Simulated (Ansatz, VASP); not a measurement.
BaS in VASP and in Ansatz

File INCAR:

```
PREC = Accurate ; ENCUT = 520
EDIFF = 1E-8 ; ISMEAR = -1
SIGMA = 0.01 ; LREAL = False
LASPH = True ; NELM = 100
ALGO = Normal ; ISIF = 2
LWAVE = False ; LCHARG = False
GGA = CA ; LEFG = True
NBANDS = 15
```

File KPOINTS:

```
regular mesh
0
Gamma
  7 7 7
```

POSCAR

```
BaS
1.0
   -0.0638750000      3.1618125000      3.1618125000
    3.1618125000     -0.0638750000      3.1618125000
    3.1618125000      3.1618125000     -0.0638750000
Ba S
1 1
Direct
    0.0000000000      0.0000000000      0.0000000000
    0.5000000000      0.5000000000      0.5000000000
```

Input for Ansatz:

```yaml
crystal:
  lattice:
    - [-0.063875, 3.1618125, 3.1618125]
    - [3.1618125, -0.063875, 3.1618125]
    - [3.1618125, 3.1618125, -0.063875]
  atoms:
    - { symbol: Ba, position: [0.0, 0.0, 0.0] }
    - { symbol: S, position: [0.5, 0.5, 0.5] }
kpoints:
  mp_grid: { grid: [7, 7, 7] }
scf:
  occupations: { method: fermi_dirac, width: 0.01 }
hamiltonian:
  xc: lda
  pseudopotentials: { kind: all_electron, datasets: crystal }
output:
  forces: true
  stress: true
  eigenvalues: true
  efg: { contact_densities: true }
```

Change from the starting cell: equal xy, yz and zx shear strains of -2 %, crystal datasets.

Alike in both runs: task electric field gradients; functional LDA; k mesh 7 × 7 × 7; occupations fermi-dirac, width 0.01 eV; no spin polarisation.

|  | VASP | Ansatz |
| --- | --- | --- |
| version | VASP 6.6.1 | Ansatz 0.2.0 |
| potentials or method | VASP PAW LDA potentials, release 64 (Ba_sv, S), cutoff 520 eV | all-electron PAW with datasets made for the crystal, scalar-relativistic |

|  | VASP | Ansatz | Ansatz less VASP |
| --- | --- | --- | --- |
| gap on the k mesh at the Fermi level (eV) | 1.91 | 2.02 | +0.103 |
| pressure (GPa) | -1.8 | -2.5 | -0.63 |
| traceless stress, the component that is largest in VASP (GPa) | 0.37 | 0.37 | +0.002 |
| size of Vzz on the site where it differs most (V/Å²) | 13.7 | 13.7 | +0.04 |

LDA's correlation is that of Perdew and Zunger in VASP and of Perdew and Wang (1992) in Ansatz. Ansatz ran all-electron here, and VASP with PAW potentials.

Neither program's run includes spin-orbit coupling.
